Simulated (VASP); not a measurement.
# Ta16Si in VASP: a series of runs

The runs below take Ta16Si through relaxation of the atoms, single point, with PBE.

Program: VASP 6.6.1. These are calculated values, not measurements. Logs are shortened: lines on timing, memory, paths and dates and some standing lists are left out, and cuts for length are marked.

### Step 1. The cell of the first run

The cell holds a slab with vacuum, 17 atoms: a = 6.638 Å, b = 6.638 Å, c = 20.300 Å, α = 90.00°, β = 90.00°, γ = 90.00°.

### Step 2. Relaxation of the atoms, PBE

The input, INCAR:

```
PREC = Accurate
ENCUT = 450
EDIFF = 1E-7
ISMEAR = 0
SIGMA = 0.1
LREAL = False
LASPH = True
NELM = 120
ALGO = Normal
ISIF = 2
LWAVE = False
LCHARG = False
LDIPOL = True
IDIPOL = 3
DIPOL = 0.5 0.5 0.327
GGA = PE
IBRION = 2
NSW = 36
EDIFFG = -0.025
GGA_COMPAT = False
NELMIN = 4
NELMDL = -8
KPAR = 4
```

The input, KPOINTS:

```
regular mesh
0
Gamma
  4 4 1
```

The input, POSCAR:

```
Ta16Si
1.0
    6.6379342679      0.0000000000      0.0000000000
    0.0000000000      6.6379342679      0.0000000000
    0.0000000000      0.0000000000     20.2996559574
Ta Si
16 1
Selective dynamics
Direct
    0.2500000000      0.2500000000      0.1970476745  F F F
    0.2500000000      0.7500000000      0.1970476745  F F F
    0.7500000000      0.2500000000      0.1970476745  F F F
    0.7500000000      0.7500000000      0.1970476745  F F F
    0.0000000000      0.0000000000      0.2787970190  F F F
    0.0000000000      0.5000000000      0.2787970190  F F F
    0.5000000000      0.0000000000      0.2787970190  F F F
    0.5000000000      0.5000000000      0.2787970190  F F F
    0.2500000000      0.2500000000      0.3599139064  F F F
    0.2500000000      0.7500000000      0.3599139064  F F F
    0.7500000000      0.2500000000      0.3599139064  F F F
    0.7500000000      0.7500000000      0.3599139064  F F F
    0.0000000000      0.0000000000      0.4334879357  F F F
    0.0000000000      0.5000000000      0.4334879357  F F F
    0.5000000000      0.0000000000      0.4334879357  F F F
    0.5000000000      0.5000000000      0.4334879357  F F F
    0.2500000000      0.2500000000      0.4857055695  F F T
```

Potentials or basis: VASP PAW PBE potentials, release 64 (Ta_pv, Si).

Launch:

```bash
> cat potpaw_PBE.64/Ta_pv/POTCAR potpaw_PBE.64/Si/POTCAR > POTCAR
> mpirun -np 4 vasp_std > vasp.out
```

OUTCAR:

```text
PREC = Accurate
   ENCUT = 450
   EDIFF = 1E-7
   ISMEAR = 0
   LREAL = False
   LASPH = True
   NELM = 120
   ISIF = 2
   GGA = PE
   IBRION = 2
   NSW = 36
   EDIFFG = -0.025
   NELMIN = 4
   NELMDL = -8

 ion  position               nearest neighbor table
   1  0.250  0.250  0.197-   5 2.87   6 2.87   7 2.87   8 2.87   9 3.31   3 3.32   2 3.32   2 3.32
                             3 3.32
   2  0.250  0.750  0.197-   5 2.87   6 2.87   7 2.87   8 2.87  10 3.31   4 3.32   1 3.32   1 3.32
                             4 3.32
   3  0.750  0.250  0.197-   5 2.87   6 2.87   7 2.87   8 2.87  11 3.31   4 3.32   1 3.32   4 3.32
                             1 3.32
   4  0.750  0.750  0.197-   5 2.87   6 2.87   7 2.87   8 2.87  12 3.31   3 3.32   2 3.32   3 3.32
                             2 3.32
   5  0.000  0.000  0.279-   9 2.87  10 2.87  11 2.87  12 2.87   1 2.87   2 2.87   3 2.87   4 2.87
                            13 3.14   7 3.32   6 3.32   6 3.32   7 3.32
   6  0.000  0.500  0.279-   9 2.87  10 2.87  11 2.87  12 2.87   1 2.87   2 2.87   3 2.87   4 2.87
                            14 3.14   8 3.32   5 3.32   5 3.32   8 3.32
   7  0.500  0.000  0.279-   9 2.87  10 2.87  11 2.87  12 2.87   1 2.87   2 2.87   3 2.87   4 2.87
                            15 3.14   8 3.32   5 3.32   8 3.32   5 3.32
   8  0.500  0.500  0.279-   9 2.87  10 2.87  11 2.87  12 2.87   1 2.87   2 2.87   3 2.87   4 2.87
                            16 3.14   7 3.32   6 3.32   7 3.32   6 3.32
   9  0.250  0.250  0.360-  17 2.55  14 2.78  15 2.78  16 2.78  13 2.78   6 2.87   7 2.87   8 2.87
                             5 2.87   1 3.31  11 3.32  10 3.32  10 3.32  11 3.32
  10  0.250  0.750  0.360-  13 2.78  14 2.78  15 2.78  16 2.78   5 2.87   6 2.87   7 2.87   8 2.87
                             2 3.31   9 3.32  12 3.32   9 3.32  12 3.32
  11  0.750  0.250  0.360-  13 2.78  14 2.78  15 2.78  16 2.78   5 2.87   6 2.87   7 2.87   8 2.87
                             3 3.31   9 3.32  12 3.32  12 3.32   9 3.32
  12  0.750  0.750  0.360-  13 2.78  14 2.78  15 2.78  16 2.78   5 2.87   6 2.87   7 2.87   8 2.87
                             4 3.31  10 3.32  11 3.32  11 3.32  10 3.32
  13  0.000  0.000  0.433-  17 2.58  10 2.78  11 2.78  12 2.78   9 2.78   5 3.14  15 3.32  14 3.32
                            14 3.32  15 3.32
  14  0.000  0.500  0.433-  17 2.58  10 2.78  11 2.78  12 2.78   9 2.78   6 3.14  16 3.32  13 3.32
                            13 3.32  16 3.32
  15  0.500  0.000  0.433-  17 2.58  10 2.78  11 2.78  12 2.78   9 2.78   7 3.14  16 3.32  13 3.32
                            16 3.32  13 3.32
  16  0.500  0.500  0.433-  17 2.58  10 2.78  11 2.78  12 2.78   9 2.78   8 3.14  15 3.32  14 3.32
                            15 3.32  14 3.32
  17  0.250  0.250  0.486-   9 2.55  13 2.58  14 2.58  15 2.58  16 2.58

  LATTYP: Found a simple tetragonal cell.
 ALAT       =     6.6379342679
 C/A-ratio  =     3.0581284987

  Lattice vectors:

 A1 = (   6.6379342679,   0.0000000000,   0.0000000000)
 A2 = (   0.0000000000,   6.6379342679,   0.0000000000)
 A3 = (   0.0000000000,   0.0000000000,  20.2996559574)

Analysis of symmetry for initial positions (statically):
=====================================================================
 Subroutine PRICEL returns:
 Original cell was already a primitive cell.

 Routine SETGRP: Setting up the symmetry group for a
 simple tetragonal supercell.

 Subroutine GETGRP returns: Found  8 space group operations
 (whereof  2 operations were pure point group operations)
 out of a pool of 16 trial point group operations.

The static configuration has the point symmetry C_1h.
 The point group associated with its full space group is C_4v.

Analysis of symmetry for dynamics (positions and initial velocities):
=====================================================================
 Subroutine PRICEL returns:
 Original cell was already a primitive cell.

 Routine SETGRP: Setting up the symmetry group for a
 simple tetragonal supercell.

 Subroutine GETGRP returns: Found  8 space group operations
 (whereof  2 operations were pure point group operations)
 out of a pool of 16 trial point group operations.

The dynamic configuration has the point symmetry C_1h.
 The point group associated with its full space group is C_4v.

Analysis of constrained symmetry for selective dynamics:
=====================================================================
 Subroutine PRICEL returns:
 Original cell was already a primitive cell.

 Routine SETGRP: Setting up the symmetry group for a
 simple tetragonal supercell.

 Subroutine GETGRP returns: Found  8 space group operations
 (whereof  2 operations were pure point group operations)
 out of a pool of 16 trial point group operations.

The constrained configuration has the point symmetry C_1h.
[... 82 lines left out ...]

 Found      6 irreducible k-points:

 Following reciprocal coordinates:
            Coordinates               Weight
  0.000000  0.000000  0.000000      1.000000
  0.250000  0.000000  0.000000      4.000000
  0.500000  0.000000  0.000000      2.000000
  0.250000  0.250000  0.000000      4.000000
  0.500000  0.250000  0.000000      4.000000
  0.500000  0.500000  0.000000      1.000000
   k-points           NKPTS =      6   k-points in BZ     NKDIM =      6   number of bands    NBANDS=    108
   number of dos      NEDOS =    301   number of ions     NIONS =     17
   total plane-waves  NPLWV = 322560
   dimension x,y,z NGX =    48 NGY =   48 NGZ =  140
   dimension x,y,z NGXF=    96 NGYF=   96 NGZF=  280
   ions per type =              16   1
   NGX,Y,Z   is equivalent  to a cutoff of  12.02, 12.02, 11.47 a.u.
   NGXF,Y,Z  is equivalent  to a cutoff of  24.04, 24.04, 22.93 a.u.
 SYSTEM =  unknown system
   PREC   = accura    normal or accurate (medium, high low for compatibility)
   ISTART =      0    job   : 0-new  1-cont  2-samecut
   ICHARG =      2    charge: 1-file 2-atom 10-const
   ISPIN  =      1    spin polarized calculation?
   LNONCOLLINEAR =      F non collinear calculations
   LSORBIT =      F    spin-orbit coupling
   LASPH  =      T    aspherical Exc in radial PAW
   ENCUT  =  450.0 eV  33.07 Ry    5.75 a.u.  11.48 11.48 35.11*2*pi/ulx,y,z
   NELM   =    120;   NELMIN=  4; NELMDL= -8     # of ELM steps
   EDIFF  = 0.1E-06   stopping-criterion for ELM
   LREAL  =      F    real-space projection
   EDIFFG = -.3E-01   stopping-criterion for IOM
   NSW    =     36    number of steps for IOM
   IBRION =      2    ionic relax: 0-MD 1-quasi-New 2-CG
   NFREE  =      1    steps in history (QN), initial steepest desc. (CG)
   ISIF   =      2    stress and relaxation
   ISYM   =      2    0-nonsym 1-usesym 2-fastsym
   POTIM  = 0.5000    time-step for ionic-motion
   TEBEG  =    0.0;   TEEND  =   0.0 temperature during run
   PSTRESS=    0.0 pullay stress
   NELECT =     180.0000    total number of electrons
   NUPDOWN=      -1.0000    fix difference up-down
   EMIN   =  10.00;   EMAX   =-10.00  energy-range for DOS
   EFERMI =   0.00;   METHOD = LEGACY
   ISMEAR =     0;   SIGMA  =   0.10  broadening in eV -4-tet -1-fermi 0-gaus
   EFERMI_NEDOS =   21; number of points for ismear=-14 and -15
   IALGO  =     38    algorithm
   IMIX   =      4    mixing-type and parameters
     AMIX     =   0.40;   BMIX     =  1.00
     AMIX_MAG =   1.60;   BMIX_MAG =  1.00
  volume/ion in A,a.u.               =      52.61       355.06
  Fermi-wavevector in a.u.,A,eV,Ry     =   0.959358  1.812924 12.522370  0.920368
  Thomas-Fermi vector in A             =   2.088547
   LORBIT       =      0    0 simple, 1 ext, 2 COOP (PROOUT), +10 PAW based schemes
   GGA     = PE    functional components
   LHFCALC =     F    Hartree Fock is set to
   AEXX    =    0.0000 exact exchange contribution
   IVDW    =     0    specifies the selected vdW correction
   LEPSILON=     F    determine dielectric tensor
   LRPA    =     F    only Hartree local field effects (RPA)
 conjugate gradient relaxation of ions
 non-spin polarized calculation
 Gauss-broadening in eV      SIGMA  =   0.10
  energy-cutoff  :      450.00
  volume of cell :      894.45
 maximum number of plane-waves:     19443
 NGX is ok and might be reduce to    48
   NGX = 23   NGY = 23   NGZ = 71

 dipolmoment           0.000000      0.000000     -0.013525 electrons x Angstroem

--------------------------------------- Ionic step        1  -------------------------------------------

 number of electron     180.0000017 magnetization

 Free energy of the ion-electron system (eV)
  ---------------------------------------------------
  ext. energy  EPLUGINS =         0.00000000
  ---------------------------------------------------
  free energy    TOTEN  =      -181.16889038 eV

  energy without entropy =     -181.09052453  energy(sigma->0) =     -181.12970745

------------------------ aborting loop because EDIFF is reached ----------------------------------------

  FORCE on cell =-STRESS in cart. coord.  units (eV):
  Direction    XX          YY          ZZ          XY          YZ          ZX
  --------------------------------------------------------------------------------------
  -------------------------------------------------------------------------------------
  Total      -13.5905262    -13.5905262      2.2967994      0.0000000      0.0000000      0.0000000
  in kB      -24.3440191    -24.3440191      4.1141401      0.0000000      0.0000000      0.0000000
  external PRESSURE =     -14.8579660 kB  Pullay stress =       0.0000000 kB
[... 89 lines left out ...]
--------------------------------------- Ionic step        3  -------------------------------------------

 number of electron     180.0000017 magnetization

 dipolmoment           0.000000      0.000000      0.113379 electrons x Angstroem

 Free energy of the ion-electron system (eV)
  ---------------------------------------------------
  ext. energy  EPLUGINS =         0.00000000
  ---------------------------------------------------
  free energy    TOTEN  =      -181.29473484 eV

  energy without entropy =     -181.21477808  energy(sigma->0) =     -181.25475646

 E-fermi :  -0.6357     XC(G=0):  -5.3904

 val. band max:       -0.6661186337   @ k =   0.0000   0.0000   0.0000
 cond. band min:      -0.6175026126   @ k =   0.5000   0.5000   0.0000
 fundamental gap:      0.0486160212
 Fermi energy:        -0.6356724622

 k-point     1 :       0.0000    0.0000    0.0000
  band No.  band energies     occupation
      1     -35.5864      2.00000
      2     -35.5864      2.00000
      3     -35.5766      2.00000
      4     -35.5766      2.00000
      5     -35.5653      2.00000
      6     -35.5566      2.00000
[... 619 lines left out ...]
    101       0.0368      0.00000
    102       0.2029      0.00000
 [bands above 102 left out]

------------------------ aborting loop because EDIFF is reached ----------------------------------------

 vacuum level on the upper side and lower side of the slab       (xc-potential included)         0.149        -0.348

  FORCE on cell =-STRESS in cart. coord.  units (eV):
  Direction    XX          YY          ZZ          XY          YZ          ZX
  --------------------------------------------------------------------------------------
  -------------------------------------------------------------------------------------
  Total      -15.2200361    -15.2200361     -1.0618835      0.0000000     -0.0000000     -0.0000000
  in kB      -27.2628776    -27.2628776     -1.9020980      0.0000000     -0.0000000     -0.0000000
  external PRESSURE =     -18.8092844 kB  Pullay stress =       0.0000000 kB
[... 32 lines left out ...]
  FREE ENERGIE OF THE ION-ELECTRON SYSTEM (eV)
  ---------------------------------------------------
  free  energy   TOTEN  =      -181.2947348357 eV

  energy  without entropy=     -181.2147780762  energy(sigma->0) =     -181.25475646

 reached required accuracy - stopping structural energy minimisation

 vacuum level on the upper side and lower side of the slab         3.789         3.284
```

Run time: 24 min. Hardware: 4 MPI ranks of Intel Xeon Platinum 8488C (Sapphire Rapids), shared host; peak memory 0.94 GiB.

Results:

```yaml
Free_energy: -181.2947 eV
Energy_gained_by_relaxing: 7.4 meV/atom
Ionic_steps: 3
Band_gap_on_the_k_mesh: zero (bands 90 and 91 overlap by 0.84 eV)
```

Step by step:
| step | energy change (eV) | largest force on free atoms (eV/Å) | pressure (GPa) |
| --- | --- | --- | --- |
| 1 | 0.0000 | 1.7035 | -1.49 |
| 2 | -0.0993 | 0.7410 | -1.70 |
| 3 | -0.1258 | 0.0215 | -1.88 |

Final structure:
```
CELL_PARAMETERS angstrom
6.63793 0.00000 0.00000
0.00000 6.63793 0.00000
0.00000 0.00000 20.29966
ATOMIC_POSITIONS crystal
Ta 0.25000 0.25000 0.19705
Ta 0.25000 0.75000 0.19705
Ta 0.75000 0.25000 0.19705
Ta 0.75000 0.75000 0.19705
Ta 0.00000 0.00000 0.27880
Ta 0.00000 0.50000 0.27880
Ta 0.50000 0.00000 0.27880
Ta 0.50000 0.50000 0.27880
Ta 0.25000 0.25000 0.35991
Ta 0.25000 0.75000 0.35991
Ta 0.75000 0.25000 0.35991
Ta 0.75000 0.75000 0.35991
Ta 0.00000 0.00000 0.43349
Ta 0.00000 0.50000 0.43349
Ta 0.50000 0.00000 0.43349
Ta 0.50000 0.50000 0.43349
Si 0.25000 0.25000 0.49350
```

Caveat: spin-orbit coupling is left out, which moves the levels of the heavy elements.

### Step 3. Single point, PBE

The input, INCAR:

```
SYSTEM = Ta16Si
  ALGO = Fast
  DIPOL = 0.5 0.5 0.331
  EDIFF = 1E-6
  ENCUT = 520
  GGA = PE
  IDIPOL = 3
  ISIF = 2
  ISMEAR = 0
  LASPH = .TRUE.
  LCHARG = .FALSE.
  LDIPOL = .TRUE.
  LREAL = Auto
  LWAVE = .FALSE.
  NBANDS = 104
  NELM = 100
  PREC = Accurate
  SIGMA = 0.1
```

The input, KPOINTS:

```
k-points
0
G
  4 4 1
  0 0 0
```

The input, POSCAR:

```
Ta16Si
1.0
    6.6379342676      0.0000000000      0.0000000000
    0.0000000000      6.6379342676      0.0000000000
    0.0000000000      0.0000000000     20.2996559590
Ta Si
16 1
Direct
    0.2500000000      0.2500000000      0.1970476745
    0.2500000000      0.7500000000      0.1970476745
    0.7500000000      0.2500000000      0.1970476745
    0.7500000000      0.7500000000      0.1970476745
    0.0000000000      0.0000000000      0.2787970190
    0.0000000000      0.5000000000      0.2787970190
    0.5000000000      0.0000000000      0.2787970190
    0.5000000000      0.5000000000      0.2787970190
    0.2500000000      0.2500000000      0.3599139068
    0.2500000000      0.7500000000      0.3599139068
    0.7500000000      0.2500000000      0.3599139068
    0.7500000000      0.7500000000      0.3599139068
    0.0000000000      0.0000000000      0.4334879358
    0.0000000000      0.5000000000      0.4334879358
    0.5000000000      0.0000000000      0.4334879358
    0.5000000000      0.5000000000      0.4334879358
    0.0000000000      0.0000000000      0.5529725732
```

Potentials or basis: VASP PAW PBE potentials, release 64 (Ta_pv, Si).

Launch:

```bash
> cat potpaw_PBE.64/Ta_pv/POTCAR potpaw_PBE.64/Si/POTCAR > POTCAR
> mpirun -np 1 vasp_std > vasp.out
```

It took 22 min on 1 thread of Oxide Virtual Turin-like, shared host; peak memory 0.97 GiB.

The run converged. Its results:

```
Free energy            : -177.6176 eV
Largest force          : 1.216 eV/Å
Band gap on the k mesh : zero (bands 90 and 91 overlap by 0.47 eV)
```

Forces in eV/Å, atoms in the order of the input:
```
Ta  -0.030 -0.030  0.812
Ta  -0.030  0.030  0.812
Ta   0.030 -0.030  0.812
Ta   0.030  0.030  0.812
Ta   0.000  0.000 -1.216
Ta   0.000  0.000 -0.763
Ta   0.000  0.000 -0.763
Ta   0.000  0.000 -0.633
Ta   0.251  0.251 -0.292
Ta   0.251 -0.251 -0.292
Ta  -0.251  0.251 -0.292
Ta  -0.251 -0.251 -0.292
Ta   0.000  0.000  0.812
Ta   0.000  0.000  0.390
Ta   0.000  0.000  0.390
Ta   0.000  0.000 -0.317
Si   0.000  0.000  0.023
```

Levels at points of the mesh, in eV from the Fermi level:
```tsv
k point	band 85	band 86	band 87	band 88	band 89	band 90	band 91	band 92	band 93	band 94
(0.00, 0.00, 0.00)	-0.15	-0.12	0.00	0.12	0.13	0.15	0.15	0.18	0.34	0.34
(0.50, 0.00, 0.00)	-0.67	-0.48	-0.42	-0.41	-0.37	-0.03	0.00	0.09	0.26	0.27
(0.50, 0.50, 0.00)	-1.04	-0.89	-0.89	-0.86	-0.77	-0.32	-0.32	-0.14	-0.08	-0.03
```

Caveat: spin-orbit coupling is left out, which moves the levels of the heavy elements.

### Step 4. Single point, PBE

The input, INCAR:

```
  ALGO = Fast
  DIPOL = 0.5 0.5 0.328
  EDIFF = 1E-6
  ENCUT = 520
  GGA = PE
  IDIPOL = 3
  ISIF = 2
  ISMEAR = 0
  LASPH = True
  LCHARG = False
  LDIPOL = True
  LREAL = Auto
  LWAVE = False
  NBANDS = 104
  NELM = 80
  PREC = Accurate
  SIGMA = 0.1
```

The input, KPOINTS:

```
k-points
0
Gamma
  4 4 1
```

Edit POSCAR of step 3 so:

```diff
@@ -24,2 +24,2 @@
     0.5000000000      0.5000000000      0.4334879358
-    0.0000000000      0.0000000000      0.5529725732
+    0.2500000000      0.2500000000      0.4933331251
```

Launch:

```bash
> cat potpaw_PBE.64/Ta_pv/POTCAR potpaw_PBE.64/Si/POTCAR > POTCAR
> mpirun -np 1 vasp_std > vasp.out
```

Wall time 24 min (1 thread of Oxide Virtual Turin-like, shared host); peak memory 0.98 GiB.

The run converged. Its results:

```
Free energy            : -181.3040 eV
Largest force          : 1.537 eV/Å
Band gap on the k mesh : zero (bands 90 and 91 overlap by 0.84 eV)
```

Forces on the atoms (eV/Å):
```
Ta   0.000  0.000  0.936
Ta   0.000  0.000  0.827
Ta   0.000  0.000  0.827
Ta   0.000  0.000  0.837
Ta  -0.019 -0.019 -0.915
Ta  -0.019  0.019 -0.915
Ta   0.019 -0.019 -0.915
Ta   0.019  0.019 -0.915
Ta   0.000  0.000 -1.537
Ta   0.000  0.000 -0.314
Ta   0.000  0.000 -0.314
Ta   0.000  0.000 -0.555
Ta  -0.152 -0.152  0.737
Ta  -0.152  0.152  0.737
Ta   0.152 -0.152  0.737
Ta   0.152  0.152  0.737
Si   0.000  0.000  0.005
```

Levels at points of the mesh, in eV from the Fermi level:
| k point | band 88 | band 89 | band 90 | band 91 | band 92 | band 93 |
| --- | --- | --- | --- | --- | --- | --- |
| (0.00, 0.00, 0.00) | -0.03 | 0.09 | 0.22 | 0.25 | 0.45 | 0.45 |
| (0.50, 0.00, 0.00) | -0.43 | -0.26 | -0.24 | -0.05 | 0.32 | 0.34 |
| (0.50, 0.50, 0.00) | -0.78 | -0.72 | -0.62 | -0.62 | -0.05 | 0.02 |

Caveat: spin-orbit coupling is left out, which moves the levels of the heavy elements.

### Step 5. Summary

```tsv
task	cell	cutoff (eV)	atoms held along some axes (from 0)	gap on the mesh (eV)	largest force (eV/Å)
relaxation of the atoms	atoms relaxed, atomic positions A	450	atom 16 along a and b	none	-
single point	as given, atomic positions B	520	-	none	1.22
single point	as given, atomic positions C	520	-	none	1.54
```

Alike in all rows: level PBE; potentials or basis VASP PAW PBE potentials, release 64 (Ta_pv, Si); no spin polarisation; k mesh 4 × 4 × 1; smearing gaussian 0.1 eV.

Caveats: spin-orbit coupling is left out, which moves the levels of the heavy elements.

Absolute energies hang on the potentials; compare differences alone.

The gap in the log of VASP goes by the Fermi energy; the results here count the filled bands.